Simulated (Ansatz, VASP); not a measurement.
## One calculation of Ta, two programs

```
Ta
1.0
     2.90037    0.00000    0.00000
    -1.45019    2.51180    0.00000
     0.00000    0.00000    5.16627
Ta
2
Cartesian
  1.4502 0.8373 3.4247
  0.0000 1.6745 1.2916
```

Alike in both runs: task single point; functional PBEsol; k mesh 18 × 18 × 10; occupations gaussian, width 0.15 eV; no spin polarisation.

|  | VASP | Ansatz |
| --- | --- | --- |
| version | VASP 6.6.1 | Ansatz 0.2.0 |
| potentials or method | VASP PAW PBE potentials, release 64 (Ta_pv), cutoff 520 eV | scalar-relativistic, plane waves, PAW |
| valence electrons in the cell | 22 | 26 |

|  | VASP | Ansatz | Ansatz less VASP |
| --- | --- | --- | --- |
| gap on the k mesh at the Fermi level (eV) | none | none | - |
| pressure (GPa) | 8.1 | 7.9 | -0.24 |
| traceless stress, the component that is largest in VASP (GPa) | 0.20 | 0.18 | -0.026 |
| rms of the force components (eV/Å) | 2.319 | 2.310 | -0.0086 |

VASP's potentials were made for PBE, not for PBEsol. Atom by atom the forces differ by 0.009 eV/Å (rms over components). A gap of «none» marks a metal or a gap that the smearing closes. VASP's potentials hold 22 valence electrons a cell and Ansatz's 26, so a difference there can come from the potentials and not from the codes.

Neither program's run includes spin-orbit coupling.
